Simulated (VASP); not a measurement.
# Ba8Zn3O11 in VASP: further runs

Runs on Ba8Zn3O11. Level: PBE. Tasks: single point.

Everything below comes from runs of VASP 6.6.1. Logs are shortened: lines on timing, memory, paths and dates and some standing lists are left out, and cuts for length are marked.

## Step 1: The cell of the first run

The cell holds a disordered packing, 22 atoms: a = 7.537 Å, b = 7.670 Å, c = 7.304 Å, α = 94.70°, β = 87.83°, γ = 90.66°.

## Step 2: Single point, PBE

The input, INCAR:

```
PREC     = Accurate       # precision mode
ENCUT    = 1000           # plane-wave cutoff, eV
EDIFF    = 1E-6           # SCF threshold, eV
ISMEAR   = -1             # smearing method
SIGMA    = 0.293          # smearing width, eV
LREAL    = Auto         
LASPH    = True           # aspherical terms in the spheres
NELM     = 120            # most SCF steps
ALGO     = Normal         # electronic algorithm
ISIF     = 2              # what is computed and relaxed
LWAVE    = False          # write WAVECAR
LCHARG   = True           # write CHGCAR
GGA      = PE             # functional
LELF     = True           # ELF
LVHAR    = True         
ISYM     = 0            
NBANDS   = 108            # bands
GGA_COMPAT= False
```

The input, KPOINTS:

```
regular mesh
0
Gamma
  1 1 1
```

The input, POSCAR:

```
Ba8Zn3O11
1.0
    7.5350960000     -0.0410920000      0.1399040000
   -0.0410920000      7.6639600000     -0.3067190000
    0.1399040000     -0.3067190000      7.2967150000
Ba O Zn
8 11 3
Direct
    0.3405301414      0.2413866583      0.6769767417
    0.6902352656      0.7177682286      0.7049444139
    0.8013544987      0.1779110484      0.4863666731
    0.3467481510      0.6427371783      0.0777729775
    0.0443977750      0.9039301600      0.1289655864
    0.6532237512      1.0893439641      0.9505778800
    0.0617132143      0.3718340372      0.9312343484
    0.4028827367      0.0948744394      0.2976361125
    0.5774852140      0.9760507244      0.6140235449
   -0.0922984516      0.8416242438      0.8380154726
    1.0876550895      0.0925764762      0.5919962156
    0.2995718010      0.7697634832      0.3498887914
   -0.0823543257      0.5837628355      0.0933692563
    0.2004616660      0.6151692021      0.6702284101
    0.3449889339      0.9473177042      0.9826770001
    0.5805318474      0.3755383492      0.3763825255
    0.3909066451      0.3330599635     -0.0088774996
    0.9543759494      0.2839422872      0.2264649889
    0.6948684604      0.9555632915      0.2490954546
    0.2205017878      0.8768437581      0.6339927705
    0.7984263770      0.4910917447      0.2735485934
    0.3694855766      0.5881303333      0.4844905190
```

Potentials or basis: VASP PAW PBE potentials, release 64 (Ba_sv, O_h, Zn).

Run with:

```
> cat potpaw_PBE.64/Ba_sv/POTCAR potpaw_PBE.64/O_h/POTCAR potpaw_PBE.64/Zn/POTCAR > POTCAR
> mpirun -np 1 vasp_gam > vasp.out
```

OUTCAR:

```text
PREC = Accurate
   ENCUT = 1000
   EDIFF = 1E-6
   ISMEAR = -1
   LREAL = Auto
   LASPH = True
   NELM = 120
   ISIF = 2
   GGA = PE
   ISYM = 0

 ion  position               nearest neighbor table
   1  0.341  0.241  0.677-  11 2.29  17 2.39   9 2.72   7 2.88  20 2.92   8 2.93  16 3.03  14 3.07
                            22 3.11   6 3.42   3 3.71   4 4.07   3 4.35   2 4.48
   2  0.690  0.718  0.705-  10 2.11   9 2.32  22 3.07   6 3.25  21 3.54   4 3.76  20 3.83   3 4.06
                             5 4.31   7 4.34   3 4.39   1 4.48
   3  0.801  0.178  0.486-  18 2.38  11 2.43  16 2.46  19 2.48   9 2.48  21 2.97   8 3.38   6 3.64
                             5 3.66   1 3.71   7 4.03   2 4.06   6 4.11   1 4.35   2 4.39   8 4.72
   4  0.347  0.643  0.078-  12 2.16  17 2.43  15 2.49   5 3.04  22 3.05   7 3.13   8 3.73   2 3.76
                             1 4.07   6 4.26   8 4.65
   5  0.044  0.904  0.129-  10 2.41  15 2.50  13 2.62  19 2.77  12 2.81  18 3.02   4 3.04   8 3.29
                             6 3.62   3 3.66  20 3.79  21 3.85   7 3.98   7 4.22   2 4.31
   6  0.653  0.089  0.951-  19 2.52  15 2.57   9 2.62  17 2.73  10 2.77   8 3.10   2 3.25   1 3.42
                             5 3.62   3 3.64   7 3.75  21 3.90   3 4.11   4 4.26
   7  0.062  0.372  0.931-  13 2.20  18 2.42  17 2.56   1 2.88  14 2.93   4 3.13  21 3.21   6 3.75
                             5 3.98   3 4.03   5 4.22   2 4.34   8 4.46
   8  0.403  0.095  0.298-  19 2.46  15 2.53  16 2.56  12 2.66   9 2.92   1 2.93  17 3.01   6 3.10
                             5 3.29  20 3.33   3 3.38   4 3.73   7 4.46   4 4.65   3 4.72
   9  0.577  0.976  0.614-   2 2.32   3 2.48   6 2.62   1 2.72   8 2.92
  10  0.908  0.842  0.838-   2 2.11   5 2.41   6 2.77
  11  0.088  0.093  0.592-  20 1.99   1 2.29   3 2.43
  12  0.300  0.770  0.350-  22 1.86   4 2.16  20 2.23   8 2.66   5 2.81
  13  0.918  0.584  0.093-  21 1.76   7 2.20   5 2.62
  14  0.200  0.615  0.670-  22 1.83  20 2.05   7 2.93   1 3.07
  15  0.345  0.947  0.983-   4 2.49   5 2.50   8 2.53   6 2.57
  16  0.581  0.376  0.376-  21 2.01   3 2.46   8 2.56   1 3.03
  17  0.391  0.333  0.991-   1 2.39   4 2.43   7 2.56   6 2.73   8 3.01
  18  0.954  0.284  0.226-  21 1.99   3 2.38   7 2.42   5 3.02
  19  0.695  0.956  0.249-   8 2.46   3 2.48   6 2.52   5 2.77
  20  0.221  0.877  0.634-  11 1.99  14 2.05  12 2.23  22 2.63   1 2.92   8 3.33   5 3.79   2 3.83

  21  0.798  0.491  0.274-  13 1.76  18 1.99  16 2.01   3 2.97   7 3.21   2 3.54   5 3.85   6 3.90

  22  0.369  0.588  0.484-  14 1.83  12 1.86  20 2.63   4 3.05   2 3.07   1 3.11

IMPORTANT INFORMATION: All symmetrisations will be switched off!
NOSYMM: (Re-)initialisation of all symmetry stuff for point group C_1.

----------------------------------------------------------------------------------------

                                     Primitive cell

  volume of cell :     420.5079

  direct lattice vectors                    reciprocal lattice vectors
     7.535096000 -0.041092000  0.139904000     0.132762428  0.000610988 -0.002519845
    -0.041092000  7.663960000 -0.306719000     0.000610988  0.130703536  0.005482437
     0.139904000 -0.306719000  7.296715000    -0.002519845  0.005482437  0.137326743

  length of vectors
     7.536506711  7.670205211  7.304498577     0.132787745  0.130819895  0.137459234

  position of ions in fractional coordinates (direct lattice)
     0.340530141  0.241386658  0.676976742
     0.690235266  0.717768229  0.704944414
     0.801354499  0.177911048  0.486366673
     0.346748151  0.642737178  0.077772977
     0.044397775  0.903930160  0.128965586
     0.653223751  0.089343964  0.950577880
[... 14 lines left out ...]
     0.798426377  0.491091745  0.273548593
     0.369485577  0.588130333  0.484490519

  ion indices of the primitive-cell ions
   primitive index   ion index
                 1           1
                 2           2
                 3           3
                 4           4
                 5           5
                 6           6
[... 14 lines left out ...]
                21          21
                22          22

----------------------------------------------------------------------------------------

 KPOINTS: regular mesh

Automatic generation of k-mesh.
 Grid dimensions read from file:
 generate k-points for:    1    1    1

 Generating k-lattice:

  Cartesian coordinates                     Fractional coordinates (reciprocal lattice)
     0.132762428  0.000610988 -0.002519845     1.000000000 -0.000000000  0.000000000
     0.000610988  0.130703536  0.005482437    -0.000000000  1.000000000  0.000000000
    -0.002519845  0.005482437  0.137326743    -0.000000000  0.000000000  1.000000000

  Length of vectors
     0.132787745  0.130819895  0.137459234

  Shift w.r.t. Gamma in fractional coordinates (k-lattice)
     0.000000000  0.000000000  0.000000000

 Subroutine IBZKPT returns following result:
 ===========================================

 Found      1 irreducible k-points:

 Following reciprocal coordinates:
            Coordinates               Weight
  0.000000  0.000000  0.000000      1.000000
   k-points           NKPTS =      1   k-points in BZ     NKDIM =      1   number of bands    NBANDS=    108
   number of dos      NEDOS =    301   number of ions     NIONS =     22
   total plane-waves  NPLWV = 512000
   dimension x,y,z NGX =    80 NGY =   80 NGZ =   80
   dimension x,y,z NGXF=   160 NGYF=  160 NGZF=  160
   ions per type =               8  11   3
   NGX,Y,Z   is equivalent  to a cutoff of  17.65, 17.34, 18.21 a.u.
   NGXF,Y,Z  is equivalent  to a cutoff of  35.29, 34.68, 36.42 a.u.
 SYSTEM =  unknown system
   PREC   = accura    normal or accurate (medium, high low for compatibility)
   ISTART =      0    job   : 0-new  1-cont  2-samecut
   ICHARG =      2    charge: 1-file 2-atom 10-const
   ISPIN  =      1    spin polarized calculation?
   LNONCOLLINEAR =      F non collinear calculations
   LSORBIT =      F    spin-orbit coupling
   LASPH  =      T    aspherical Exc in radial PAW
   ENCUT  = 1000.0 eV  73.50 Ry    8.57 a.u.  19.43 19.78 18.83*2*pi/ulx,y,z
   NELM   =    120;   NELMIN=  2; NELMDL= -5     # of ELM steps
   EDIFF  = 0.1E-05   stopping-criterion for ELM
   LREAL  =      T    real-space projection
   EDIFFG = 0.1E-04   stopping-criterion for IOM
   NSW    =      0    number of steps for IOM
   IBRION =     -1    ionic relax: 0-MD 1-quasi-New 2-CG
   NFREE  =      0    steps in history (QN), initial steepest desc. (CG)
   ISIF   =      2    stress and relaxation
   ISYM   =      0    0-nonsym 1-usesym 2-fastsym
   POTIM  = 0.5000    time-step for ionic-motion
   TEBEG  =    0.0;   TEEND  =   0.0 temperature during run
   PSTRESS=    0.0 pullay stress
   NELECT =     182.0000    total number of electrons
   NUPDOWN=      -1.0000    fix difference up-down
   EMIN   =  10.00;   EMAX   =-10.00  energy-range for DOS
   EFERMI =   0.00;   METHOD = LEGACY
   ISMEAR =    -1;   SIGMA  =   0.29  broadening in eV -4-tet -1-fermi 0-gaus
   EFERMI_NEDOS =   21; number of points for ismear=-14 and -15
   IALGO  =     38    algorithm
   IMIX   =      4    mixing-type and parameters
     AMIX     =   0.40;   BMIX     =  1.00
     AMIX_MAG =   1.60;   BMIX_MAG =  1.00
  volume/ion in A,a.u.               =      19.11       128.99
  Fermi-wavevector in a.u.,A,eV,Ry     =   1.238342  2.340127 20.864406  1.533491
  Thomas-Fermi vector in A             =   2.372871
   LORBIT       =      0    0 simple, 1 ext, 2 COOP (PROOUT), +10 PAW based schemes
   GGA     = PE    functional components
   LHFCALC =     F    Hartree Fock is set to
   AEXX    =    0.0000 exact exchange contribution
   IVDW    =     0    specifies the selected vdW correction
   LEPSILON=     F    determine dielectric tensor
   LRPA    =     F    only Hartree local field effects (RPA)
 non-spin polarized calculation
  energy-cutoff  :     1000.00
  volume of cell :      420.51
 maximum number of plane-waves:     15108
 NGX is ok and might be reduce to    80
   NGX = 39   NGY = 39   NGZ = 37

 number of electron     182.0000004 magnetization

 Free energy of the ion-electron system (eV)
  ---------------------------------------------------
  ext. energy  EPLUGINS =         0.00000000
  ---------------------------------------------------
  free energy    TOTEN  =      -104.60870339 eV

  energy without entropy =     -103.72634387  energy(sigma->0) =     -104.16752363

 E-fermi :   2.9407     XC(G=0):  -9.5923

 val. band max:        2.2130671220   @ k =   0.0000   0.0000   0.0000
 cond. band min:       3.3502223995   @ k =   0.0000   0.0000   0.0000
 fundamental gap:      1.1371552775
 Fermi energy:         2.9406552222

 k-point     1 :       0.0000    0.0000    0.0000
  band No.  band energies     occupation
      1     -24.8458      2.00000
      2     -24.3827      2.00000
      3     -24.3022      2.00000
      4     -24.1684      2.00000
      5     -24.0402      2.00000
      6     -23.8097      2.00000
[... 95 lines left out ...]
    102       6.4335      0.00001
    103       6.5285      0.00001
 [bands above 103 left out]

------------------------ aborting loop because EDIFF is reached ----------------------------------------

  FORCE on cell =-STRESS in cart. coord.  units (eV):
  Direction    XX          YY          ZZ          XY          YZ          ZX
  --------------------------------------------------------------------------------------
  -------------------------------------------------------------------------------------
  Total       31.4761519     33.9467049     45.5416956      3.0336809      7.1856267     -7.7415338
  in kB      119.9272881    129.3403424    173.5184173     11.5586278     27.3779566    -29.4960186
  external PRESSURE =     140.9286826 kB  Pullay stress =       0.0000000 kB

 VOLUME and BASIS-vectors are now :
 -----------------------------------------------------------------------------
  energy-cutoff  :     1000.00
  volume of cell :      420.51
      direct lattice vectors                 reciprocal lattice vectors
     7.535096000 -0.041092000  0.139904000     0.132762428  0.000610988 -0.002519845
    -0.041092000  7.663960000 -0.306719000     0.000610988  0.130703536  0.005482437
     0.139904000 -0.306719000  7.296715000    -0.002519845  0.005482437  0.137326743

 POSITION                                       TOTAL-FORCE (eV/Angst)
 -----------------------------------------------------------------------------------
      2.65072      1.62834      4.91331         2.857321      1.414551      0.664874
      5.27012      5.25636      5.02019        -0.853493     -2.447145     -1.226155
      6.09902      1.18140      3.60642         1.125946     -0.763559      1.197128
      2.59725      4.88781      0.41886         2.505216     -1.263169     -2.820416
      0.31544      6.88630      0.66998        -2.745202      0.413039      0.882901
      5.05142      0.36633      7.00008         0.679772      0.910195      0.293959
[... 14 lines left out ...]
      6.03431      3.64700      1.95708        -1.300495     -0.879012      0.507016
      2.82772      4.34362      3.40649         0.972916     -1.246897     -0.660314
 -----------------------------------------------------------------------------------
    total drift:                               -0.065988     -0.076490      0.104883

  FREE ENERGIE OF THE ION-ELECTRON SYSTEM (eV)
  ---------------------------------------------------
  free  energy   TOTEN  =      -104.6087033919 eV

  energy  without entropy=     -103.7263438659  energy(sigma->0) =     -104.16752363
```

Run time: 2.7 min. Hardware: 1 thread of Intel Xeon 6975P-C (Granite Rapids), shared host; peak memory 0.95 GiB.

Results:

```yaml
Free_energy: -104.6087 eV
Pressure: 14.1 GPa
Largest_force: 3.978 eV/Å
```

Forces on the atoms (eV/Å):
```
Ba   2.857  1.415  0.665
Ba  -0.853 -2.447 -1.226
Ba   1.126 -0.764  1.197
Ba   2.505 -1.263 -2.820
Ba  -2.745  0.413  0.883
Ba   0.680  0.910  0.294
Ba  -1.419 -1.223 -0.324
Ba  -0.809 -0.629 -1.386
O   -1.882  0.548  0.520
O    1.455  1.825  0.353
O    0.910 -1.541  0.109
O   -0.864  1.791  2.767
O   -0.427  2.960 -0.302
O    0.205 -0.280  1.247
O    0.541  0.216 -1.503
O   -0.908  2.895  0.606
O    0.528 -0.379  0.004
O    0.542 -1.025 -0.569
O    0.181 -0.198 -0.912
Zn  -1.295 -1.099  0.552
Zn  -1.300 -0.879  0.507
Zn   0.973 -1.247 -0.660
```

Caveat: the k points lie up to 0.86 Å⁻¹ apart, too coarse for converged energies, forces and pressures; the atoms stand as in a frame of molecular dynamics; so wide a smearing shifts energies and pressures; spin-orbit coupling is left out, which moves the levels of the heavy elements.

(Part 1 of 2 ends here.)
